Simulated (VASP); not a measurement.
# CuAu3 (I4/mmm) in VASP: further runs, part 2 of 2

VASP 6.6.1. Earlier steps stand in the parts before.

## 3. Single point, PBEsol (volume scaled by 0.96)

Contents of INCAR:

```
SYSTEM = CuAu3
PREC     = Accurate       ! precision mode
ENCUT    = 520            ! plane-wave cutoff, eV
EDIFF    = 1E-7           ! SCF threshold, eV
ISMEAR   = -1             ! smearing method
SIGMA    = 0.05           ! smearing width, eV
LREAL    = .False.        ! projectors in reciprocal space
LASPH    = .True.         ! aspherical terms in the spheres
NELM     = 80             ! most SCF steps
ALGO     = Fast           ! electronic algorithm
ISIF     = 2              ! what is computed and relaxed
LWAVE    = .False.        ! write WAVECAR
LCHARG   = .False.        ! write CHGCAR
GGA      = PS             ! functional
NBANDS   = 30             ! bands
```

Contents of KPOINTS:

```
regular mesh
0
Gamma
  9 9 9
  0 0 0
```

Contents of POSCAR:

```
CuAu3
1.0
   -1.9637240967      1.9637240967      4.0269290230
    1.9637240967     -1.9637240967      4.0269290230
    1.9637240967      1.9637240967     -4.0269290230
Au Cu
3 1
Direct
    0.5000000000      0.5000000000      0.0000000000
    0.2500000000      0.7500000000      0.5000000000
    0.7500000000      0.2500000000      0.5000000000
    0.0000000000      0.0000000000      0.0000000000
```

Potentials or basis: VASP PAW PBE potentials, release 64 (Au, Cu).

Started as:

```bash
$ cat potpaw_PBE.64/Au/POTCAR potpaw_PBE.64/Cu/POTCAR > POTCAR
$ mpirun -np 1 vasp_std > vasp.out
```

OUTCAR:

```text
SYSTEM = CuAu3
   PREC = Accurate
   ENCUT = 520
   EDIFF = 1E-7
   ISMEAR = -1
   LREAL = .False.
   LASPH = .True.
   NELM = 80
   ISIF = 2
   GGA = PS

 ion  position               nearest neighbor table
   1  0.500  0.500  0.000-   4 2.78   4 2.78   4 2.78   4 2.78   3 2.81   2 2.81   3 2.81   3 2.81
                             2 2.81   2 2.81   3 2.81   2 2.81
   2  0.250  0.750  0.500-   3 2.78   3 2.78   3 2.78   3 2.78   4 2.81   1 2.81   4 2.81   1 2.81
                             4 2.81   4 2.81   1 2.81   1 2.81
   3  0.750  0.250  0.500-   2 2.78   2 2.78   2 2.78   2 2.78   4 2.81   1 2.81   4 2.81   4 2.81
                             1 2.81   1 2.81   4 2.81   1 2.81
   4  0.000  0.000  0.000-   1 2.78   1 2.78   1 2.78   1 2.78   3 2.81   2 2.81   3 2.81   2 2.81
                             3 2.81   3 2.81   2 2.81   2 2.81

  LATTYP: Found a body centered tetragonal cell.
 ALAT       =     3.9274481934
 C/A-ratio  =     2.0506592702

  Lattice vectors:

 A1 = (  -1.9637240967,   1.9637240967,   4.0269290230)
 A2 = (   1.9637240967,  -1.9637240967,   4.0269290230)
 A3 = (   1.9637240967,   1.9637240967,  -4.0269290230)

[... 172 lines left out ...]
  ext. energy  EPLUGINS =         0.00000000
  ---------------------------------------------------
  free energy    TOTEN  =       -16.17704095 eV

  energy without entropy =      -16.17073286  energy(sigma->0) =      -16.17388690

 E-fermi :   9.2155     XC(G=0): -12.9586

 val. band max:        9.1733983311   @ k =  -0.2222  -0.4444   0.1111
 cond. band min:       9.2276349187   @ k =  -0.1111  -0.3333   0.1111
 fundamental gap:      0.0542365877
 Fermi energy:         9.2155136601

 k-point     1 :       0.0000    0.0000    0.0000
  band No.  band energies     occupation
      1      -0.8519      2.00000
      2       2.1723      2.00000
      3       2.4329      2.00000
      4       2.6532      2.00000
      5       3.7115      2.00000
      6       3.7115      2.00000
[... 781 lines left out ...]
     29      19.5865      0.00000
     30      20.0036      0.00000

 [... further k-points ...]
[... 5 lines left out ...]
  --------------------------------------------------------------------------------------
  -------------------------------------------------------------------------------------
  Total        0.8430568      0.8430568      0.7205453      0.0000000     -0.0000000      0.0000000
  in kB       21.7456566     21.7456566     18.5856165      0.0000000     -0.0000000      0.0000000
  external PRESSURE =      20.6923099 kB  Pullay stress =       0.0000000 kB

 VOLUME and BASIS-vectors are now :
 -----------------------------------------------------------------------------
  energy-cutoff  :      520.00
  volume of cell :       62.11
      direct lattice vectors                 reciprocal lattice vectors
    -1.963724097  1.963724097  4.026929023     0.000000000  0.254618254  0.124164096
     1.963724097 -1.963724097  4.026929023     0.254618254  0.000000000  0.124164096
     1.963724097  1.963724097 -4.026929023     0.254618254  0.254618254  0.000000000

 POSITION                                       TOTAL-FORCE (eV/Angst)
 -----------------------------------------------------------------------------------
      0.00000      0.00000      4.02693        -0.000000      0.000000      0.000000
      1.96372      0.00000      2.01346        -0.000000      0.000000     -0.000000
      0.00000      1.96372      2.01346         0.000000     -0.000000     -0.000000
      0.00000      0.00000      0.00000        -0.000000      0.000000      0.000000
 -----------------------------------------------------------------------------------
    total drift:                               -0.000000      0.000000      0.000000

  FREE ENERGIE OF THE ION-ELECTRON SYSTEM (eV)
  ---------------------------------------------------
  free  energy   TOTEN  =       -16.1770409468 eV

  energy  without entropy=      -16.1707328616  energy(sigma->0) =      -16.17388690
```

OSZICAR:

```text
N       E                     dE             d eps       ncg     rms          rms(c)
DAV:   1     0.352604714675E+03    0.35260E+03   -0.21728E+04  4746   0.183E+03
DAV:   2     0.387425371399E+01   -0.34873E+03   -0.32526E+03  4754   0.391E+02
DAV:   3    -0.175880476787E+02   -0.21462E+02   -0.20675E+02  5136   0.100E+02
DAV:   4    -0.179984453014E+02   -0.41040E+00   -0.40978E+00  5052   0.127E+01
DAV:   5    -0.180110171350E+02   -0.12572E-01   -0.12571E-01  6042   0.241E+00    0.197E+01
RMM:   6    -0.167974959510E+02    0.12135E+01   -0.82496E+00  4916   0.351E+01    0.106E+01
RMM:   7    -0.164497844063E+02    0.34771E+00   -0.51062E+00  4965   0.230E+01    0.102E+01
RMM:   8    -0.162018631106E+02    0.24792E+00   -0.10181E+00  4952   0.121E+01    0.354E+00
RMM:   9    -0.161958293391E+02    0.60338E-02   -0.26110E-01  5425   0.644E+00    0.180E+00
RMM:  10    -0.161756108930E+02    0.20218E-01   -0.82164E-02  5538   0.293E+00    0.199E-01
RMM:  11    -0.161771652840E+02   -0.15544E-02   -0.19453E-02  5654   0.756E-01    0.201E-01
RMM:  12    -0.161771126370E+02    0.52647E-04   -0.14329E-03  6337   0.314E-01    0.835E-02
RMM:  13    -0.161770734228E+02    0.39214E-04   -0.56552E-04  5439   0.161E-01    0.874E-02
RMM:  14    -0.161770392523E+02    0.34170E-04   -0.16381E-04  5431   0.100E-01    0.142E-02
RMM:  15    -0.161770410745E+02   -0.18221E-05   -0.26727E-05  6134   0.422E-02    0.611E-03
RMM:  16    -0.161770410644E+02    0.10051E-07   -0.48771E-06  5848   0.165E-02    0.473E-03
RMM:  17    -0.161770409726E+02    0.91827E-07   -0.15573E-06  5339   0.137E-02    0.243E-03
RMM:  18    -0.161770409468E+02    0.25817E-07   -0.49921E-07  4161   0.655E-03
   1 F= -.16177041E+02 E0= -.16173887E+02  d E =-.630809E-02
```

Wall time 2.8 min (1 thread of Intel Xeon Platinum 8259CL at 2.50GHz (Skylake/Cascade Lake), shared host); peak memory 0.29 GiB.

Results:

| Quantity | Value |
| --- | --- |
| Free energy | -16.1770 eV |
| Pressure | 2.1 GPa |
| Band gap on the k mesh | zero (band 22 reaches 12.09 eV, above the bottom of band 23 at 8.00 eV) |

Levels at points of the mesh, in eV from the Fermi level:
```
           k point  band 18  band 19  band 20  band 21  band 22  band 23  band 24  band 25  band 26  band 27
(0.00, 0.00, 0.00)    -1.49    -1.49    -1.43    -1.37     0.68     5.18     5.99     6.06     6.06     6.32
```

Caveat: the PAW data sets were made with another functional, which shifts forces and pressure a little; spin-orbit coupling is left out, which moves the levels of the heavy elements.

## 4. Single point, PBEsol (volume scaled by 0.98)

Contents of INCAR:

```
SYSTEM = CuAu3
PREC = Accurate
ENCUT = 520
EDIFF = 1E-6
ISMEAR = -1
SIGMA = 0.05
LREAL = .FALSE.
LASPH = .TRUE.
NELM = 60
ALGO = Fast
ISIF = 2
LWAVE = .FALSE.
LCHARG = .FALSE.
GGA = PS
NBANDS = 30
```

Contents of KPOINTS:

```
Automatic mesh
0
G
  9 9 9
  0 0 0
```

Contents of POSCAR:

```
CuAu3
1.0
   -1.9772674495      1.9772674495      4.0547018250
    1.9772674495     -1.9772674495      4.0547018250
    1.9772674495      1.9772674495     -4.0547018250
Au Cu
3 1
Direct
    0.5000000000      0.5000000000      0.0000000000
    0.2500000000      0.7500000000      0.5000000000
    0.7500000000      0.2500000000      0.5000000000
    0.0000000000      0.0000000000      0.0000000000
```

Started as:

```bash
$ cat potpaw_PBE.64/Au/POTCAR potpaw_PBE.64/Cu/POTCAR > POTCAR
$ mpirun -np 1 vasp_std > vasp.out
```

Run time: 4 min. Hardware: 1 thread of Intel Xeon Platinum 8259CL at 2.50GHz (Skylake/Cascade Lake), shared host; peak memory 0.32 GiB.

It converged, with:

| Quantity | Value |
| --- | --- |
| Free energy | -16.1800 eV |
| Pressure | -1.4 GPa |
| Band gap on the k mesh | zero (band 22 reaches 11.74 eV, above the bottom of band 23 at 7.67 eV) |

Stress tensor (GPa, compression positive):
```
-1.33  0.00  0.00
 0.00 -1.33  0.00
 0.00  0.00 -1.59
```

Levels at points of the mesh, in eV from the Fermi level:
| k point | band 18 | band 19 | band 20 | band 21 | band 22 | band 23 | band 24 | band 25 | band 26 | band 27 |
| --- | --- | --- | --- | --- | --- | --- | --- | --- | --- | --- |
| (0.00, 0.00, 0.00) | -1.47 | -1.47 | -1.40 | -1.38 | 0.75 | 5.07 | 5.85 | 6.00 | 6.00 | 6.18 |

Caveat: the PAW data sets were made with another functional, which shifts forces and pressure a little; spin-orbit coupling is left out, which moves the levels of the heavy elements.

## 5. The runs side by side

```csv
cell,further INCAR settings,gap on the mesh (eV),pressure (GPa)
"a = 4.857 Å, angles 132.7, 132.7, 69.2°, 4 atoms",ALGO = Fast; EDIFF = 1e-07; NBANDS = 30,none,6.2
"a = 4.892 Å, angles 132.7, 132.7, 69.2°, 4 atoms",ALGO = Fast; EDIFF = 1e-07; NBANDS = 30,none,2.1
"a = 4.925 Å, angles 132.7, 132.7, 69.2°, 4 atoms",ALGO = Fast; EDIFF = 1e-06; NBANDS = 30,none,-1.4
```

Alike in all rows: task single point; level PBEsol; potentials or basis VASP PAW PBE potentials, release 64 (Au, Cu); no spin polarisation; k mesh 9 × 9 × 9; cutoff (eV) 520; smearing fermi-dirac 0.05 eV.

Caveats: the PAW data sets were made with another functional, which shifts forces and pressure a little; spin-orbit coupling is left out, which moves the levels of the heavy elements.

Total energies depend on the potentials used, so only differences within one code and one set of settings carry meaning.
